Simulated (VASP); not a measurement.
# SnC3 (P-4m2) in VASP: single point with PBE

Aim: the single point of SnC3 with PBE.

All numbers are computed with VASP 6.6.1; they aren't measurements. Logs are shortened: lines on timing, memory, paths and dates and some standing lists are left out, and cuts for length are marked.

### Step 1. The cell of the first run

It takes space group P-4m2 (No. 115, tetragonal). The conventional cell has a = 2.979 Å, b = 2.979 Å, c = 4.644 Å, α = 90.00°, β = 90.00°, γ = 90.00°. Within 2.3 Å of C (site symmetry 2mm) lie 2 C at 1.71 Å and 2 Sn at 2.11 Å. Within 2.3 Å of C (site symmetry -4m2) lie 4 C at 1.71 Å. Sn (site symmetry -4m2) has 4 C at 2.11 Å within 2.8 Å.

### Step 2. Single point, PBE, non-collinear spin, zero start, spin-orbit coupling

INCAR reads:

```
SYSTEM = SnC3
ALGO = Normal
EDIFF = 1E-6
ENCUT = 520
GGA = PE
GGA_COMPAT = .False.
ISIF = 2
ISMEAR = -1
LASPH = .True.
LCHARG = .False.
LORBIT = 11
LORBMOM = .True.
LREAL = .False.
LSORBIT = .True.
LWAVE = .False.
MAGMOM = 0 0 0 0 0 0 0 0 0 0 0 0
NBANDS = 40
NELM = 150
PREC = Accurate
SIGMA = 0.02
```

KPOINTS reads:

```
k-points
0
Gamma
  8 8 6
  0 0 0
```

POSCAR reads:

```
SnC3
1.0
    2.9788882397      0.0000000000      0.0000000000
    0.0000000000      2.9788882397      0.0000000000
    0.0000000000      0.0000000000      4.6435166652
C Sn
3 1
Direct
    0.5000000000      0.0000000000      0.8203632751
    0.5000000000      0.5000000000      0.0000000000
    0.0000000000      0.5000000000      0.1796367249
    0.0000000000      0.0000000000      0.5000000000
```

Potentials or basis: VASP PAW PBE potentials, release 64 (C, Sn_d).

Launch:

```
> cat potpaw_PBE.64/C/POTCAR potpaw_PBE.64/Sn_d/POTCAR > POTCAR
> mpirun -np 1 vasp_ncl > vasp.out
```

OUTCAR:

```text
SYSTEM = SnC3
   EDIFF = 1E-6
   ENCUT = 520
   GGA = PE
   ISIF = 2
   ISMEAR = -1
   LASPH = .True.
   LORBIT = 11
   LREAL = .False.
   LSORBIT = .True.
   NELM = 150
   PREC = Accurate

 ion  position               nearest neighbor table
   1  0.500  0.000  0.820-   2 1.71   2 1.71   4 2.11   4 2.11
   2  0.500  0.500  0.000-   1 1.71   3 1.71   1 1.71   3 1.71
   3  0.000  0.500  0.180-   2 1.71   2 1.71   4 2.11   4 2.11
   4  0.000  0.000  0.500-   1 2.11   3 2.11   3 2.11   1 2.11

  LATTYP: Found a simple tetragonal cell.
 ALAT       =     2.9788882397
 C/A-ratio  =     1.5588086197

  Lattice vectors:

 A1 = (   2.9788882397,   0.0000000000,   0.0000000000)
 A2 = (   0.0000000000,   2.9788882397,   0.0000000000)
 A3 = (   0.0000000000,   0.0000000000,   4.6435166652)

Analysis of symmetry for initial positions (statically):
=====================================================================
 Subroutine PRICEL returns:
 Original cell was already a primitive cell.

 Routine SETGRP: Setting up the symmetry group for a
 simple tetragonal supercell.

 Subroutine GETGRP returns: Found  8 space group operations
 (whereof  8 operations were pure point group operations)
 out of a pool of 16 trial point group operations.

The static configuration has the point symmetry D_2d.

Analysis of symmetry for dynamics (positions and initial velocities):
=====================================================================
 Subroutine PRICEL returns:
 Original cell was already a primitive cell.

 Routine SETGRP: Setting up the symmetry group for a
 simple tetragonal supercell.

 Subroutine GETGRP returns: Found  8 space group operations
 (whereof  8 operations were pure point group operations)
 out of a pool of 16 trial point group operations.

The dynamic configuration has the point symmetry D_2d.

Analysis of structural, dynamic, and magnetic symmetry:
=====================================================================
 Subroutine PRICEL returns:
 Original cell was already a primitive cell.

 Routine SETGRP: Setting up the symmetry group for a
 simple tetragonal supercell.

 Subroutine GETGRP returns: Found  8 space group operations
 (whereof  8 operations were pure point group operations)
 out of a pool of 16 trial point group operations.

The overall configuration has the point symmetry D_2d.

 Subroutine INISYM returns: Found  8 space group operations
 (whereof  8 operations are pure point group operations),
 and found     1 'primitive' translations

----------------------------------------------------------------------------------------

                                     Primitive cell

  volume of cell :      41.2055

  direct lattice vectors                    reciprocal lattice vectors
     2.978888240  0.000000000  0.000000000     0.335695709  0.000000000  0.000000000
     0.000000000  2.978888240  0.000000000     0.000000000  0.335695709  0.000000000
     0.000000000  0.000000000  4.643516665     0.000000000  0.000000000  0.215354024

  length of vectors
     2.978888240  2.978888240  4.643516665     0.335695709  0.335695709  0.215354024

  position of ions in fractional coordinates (direct lattice)
     0.500000000  0.000000000  0.820363275
     0.500000000  0.500000000  0.000000000
     0.000000000  0.500000000  0.179636725
     0.000000000  0.000000000  0.500000000

  ion indices of the primitive-cell ions
   primitive index   ion index
                 1           1
                 2           2
                 3           3
                 4           4

----------------------------------------------------------------------------------------

 KPOINTS: k-points

Automatic generation of k-mesh.
 Grid dimensions read from file:
 generate k-points for:    8    8    6

 Generating k-lattice:

  Cartesian coordinates                     Fractional coordinates (reciprocal lattice)
     0.041961964  0.000000000  0.000000000     0.125000000  0.000000000  0.000000000
     0.000000000  0.041961964  0.000000000     0.000000000  0.125000000  0.000000000
     0.000000000  0.000000000  0.035892337     0.000000000  0.000000000  0.166666667

[... 105 lines left out ...]
  energy without entropy =      -25.36437436  energy(sigma->0) =      -25.36437488

 E-fermi :  10.6128     XC(G=0): -11.9393

 val. band max:       10.4594151939   @ k =   0.0000   0.0000   0.0000
 cond. band min:      10.7774633641   @ k =   0.5000   0.0000   0.5000
 fundamental gap:      0.3180481701
 Fermi energy:        10.6128474128

 k-point     1 :       0.0000    0.0000    0.0000
  band No.  band energies     occupation
      1     -12.7189      1.00000
      2     -12.7189      1.00000
      3     -12.3820      1.00000
      4     -12.3820      1.00000
      5     -11.6368      1.00000
      6     -11.6368      1.00000
[... 973 lines left out ...]
     37      19.3284      0.00000
     38      19.3284      0.00000

 [... further k-points ...]

 [bands above 38 left out]

------------------------ aborting loop because EDIFF is reached ----------------------------------------

  FORCE on cell =-STRESS in cart. coord.  units (eV):
  Direction    XX          YY          ZZ          XY          YZ          ZX
  --------------------------------------------------------------------------------------
  -------------------------------------------------------------------------------------
  Total        0.5979223      0.5979223      0.8108874      0.0000000      0.0000000      0.0000000
  in kB       23.2487655     23.2487655     31.5293988      0.0000000      0.0000000      0.0000000
  external PRESSURE =      26.0089766 kB  Pullay stress =       0.0000000 kB

 VOLUME and BASIS-vectors are now :
 -----------------------------------------------------------------------------
  energy-cutoff  :      520.00
  volume of cell :       41.21
      direct lattice vectors                 reciprocal lattice vectors
     2.978888240  0.000000000  0.000000000     0.335695709  0.000000000  0.000000000
     0.000000000  2.978888240  0.000000000     0.000000000  0.335695709  0.000000000
     0.000000000  0.000000000  4.643516665     0.000000000  0.000000000  0.215354024

 POSITION                                       TOTAL-FORCE (eV/Angst)
 -----------------------------------------------------------------------------------
      1.48944      0.00000      3.80937         0.000000      0.000000      0.333193
      1.48944      1.48944      0.00000         0.000000     -0.000000      0.000000
      0.00000      1.48944      0.83415         0.000000      0.000000     -0.333193
      0.00000      0.00000      2.32176         0.000000      0.000000      0.000000
 -----------------------------------------------------------------------------------
    total drift:                                0.000000     -0.000000      0.000000

  FREE ENERGIE OF THE ION-ELECTRON SYSTEM (eV)
  ---------------------------------------------------
  free  energy   TOTEN  =       -25.3643753927 eV

  energy  without entropy=      -25.3643743596  energy(sigma->0) =      -25.36437488

 orbital moment (x)

 # of ion     p       d       tot
 ----------------------------------------
  1         0.000   0.000   0.000
  2        -0.000   0.000  -0.000
  3         0.000   0.000   0.000
  4         0.000  -0.000  -0.000
 ----------------------------------------
           -0.000  -0.000  -0.000

 orbital moment (y)

 # of ion     p       d       tot
 ----------------------------------------
  1         0.000   0.000   0.000
  2        -0.000   0.000  -0.000
  3         0.000   0.000   0.000
  4        -0.000  -0.000  -0.000
 ----------------------------------------
           -0.000  -0.000  -0.000

 orbital moment (z)

 # of ion     p       d       tot
 ----------------------------------------
  1         0.000   0.000   0.000
  2        -0.000   0.000  -0.000
  3         0.000   0.000   0.000
  4         0.000   0.000   0.000
 ----------------------------------------
            0.000   0.000   0.000

 Spin-Orbit-Coupling matrix elements

 Ion:    1  E_soc:     -0.0000472
 l=   1
     0.0000000    -0.0000037    -0.0000071
    -0.0000037     0.0000000    -0.0000128
    -0.0000071    -0.0000128     0.0000000
 l=   2
     0.0000000     0.0000000     0.0000000     0.0000000     0.0000000
     0.0000000     0.0000000     0.0000000     0.0000000     0.0000000
     0.0000000     0.0000000     0.0000000     0.0000000     0.0000000
     0.0000000     0.0000000     0.0000000     0.0000000     0.0000000
     0.0000000     0.0000000     0.0000000     0.0000000     0.0000000
 l=   3
     0.0000000     0.0000000     0.0000000     0.0000000     0.0000000     0.0000000     0.0000000
     0.0000000     0.0000000     0.0000000     0.0000000     0.0000000     0.0000000     0.0000000
     0.0000000     0.0000000     0.0000000     0.0000000     0.0000000     0.0000000     0.0000000
     0.0000000     0.0000000     0.0000000     0.0000000     0.0000000     0.0000000     0.0000000
[... 49 lines left out ...]
 l=   2
     0.0000000    -0.0012718     0.0000000    -0.0012718    -0.0050233
    -0.0012718     0.0000000    -0.0037901    -0.0014679    -0.0013390
     0.0000000    -0.0037901     0.0000000    -0.0037901     0.0000000
    -0.0012718    -0.0014679    -0.0037901     0.0000000    -0.0013390
    -0.0050233    -0.0013390     0.0000000    -0.0013390     0.0000000
 l=   3
     0.0000000     0.0000000     0.0000000     0.0000000     0.0000000     0.0000000     0.0000000
     0.0000000     0.0000000     0.0000000     0.0000000     0.0000000     0.0000000     0.0000000
     0.0000000     0.0000000     0.0000000     0.0000000     0.0000000     0.0000000     0.0000000
     0.0000000     0.0000000     0.0000000     0.0000000     0.0000000     0.0000000     0.0000000
     0.0000000     0.0000000     0.0000000     0.0000000     0.0000000     0.0000000     0.0000000
     0.0000000     0.0000000     0.0000000     0.0000000     0.0000000     0.0000000     0.0000000
     0.0000000     0.0000000     0.0000000     0.0000000     0.0000000     0.0000000     0.0000000

 total charge

# of ion       s       p       d       tot
------------------------------------------
    1        0.817   1.547   0.000   2.364
    2        0.797   1.412   0.000   2.210
    3        0.817   1.547   0.000   2.364
    4        1.104   1.590  10.196  12.891
--------------------------------------------------
tot          3.536   6.096  10.196  19.829

 magnetization (x)

# of ion       s       p       d       tot
------------------------------------------
    1        0.000   0.000   0.000   0.000
    2        0.000   0.000   0.000   0.000
    3        0.000   0.000   0.000   0.000
    4        0.000   0.000   0.000   0.000
--------------------------------------------------
tot          0.000   0.000   0.000   0.000

 magnetization (y)

# of ion       s       p       d       tot
------------------------------------------
    1        0.000   0.000   0.000   0.000
    2        0.000   0.000   0.000   0.000
    3        0.000  -0.000   0.000  -0.000
    4        0.000   0.000   0.000   0.000
--------------------------------------------------
tot          0.000   0.000   0.000   0.000

 magnetization (z)

# of ion       s       p       d       tot
------------------------------------------
    1        0.000   0.000   0.000   0.000
    2       -0.000   0.000   0.000  -0.000
    3        0.000   0.000   0.000   0.000
    4       -0.000   0.000  -0.000  -0.000
--------------------------------------------------
tot         -0.000   0.000  -0.000  -0.000
```

Run time: 3.2 min. Hardware: 1 thread of Intel Xeon Platinum 8259CL at 2.50GHz (Skylake/Cascade Lake), shared host; peak memory 0.35 GiB.

Results:

```
Free energy                                           : -25.3644 eV
Pressure                                              : 2.6 GPa
Largest force                                         : 0.333 eV/Å
Net moment                                            : 0.00 μB per cell
Valence electrons inside the program's atomic spheres : C 2.36, 2.21; Sn 12.89
```

Forces in eV/Å, atoms in the order of the input:
```
C    0.000  0.000  0.333
C    0.000  0.000  0.000
C    0.000  0.000 -0.333
Sn   0.000  0.000  0.000
```

Moments on the atoms (μB; x, y, z):
```
C   0.00 0.00 0.00
C   0.00 0.00 0.00
C   0.00 0.00 0.00
Sn  0.00 0.00 0.00
```
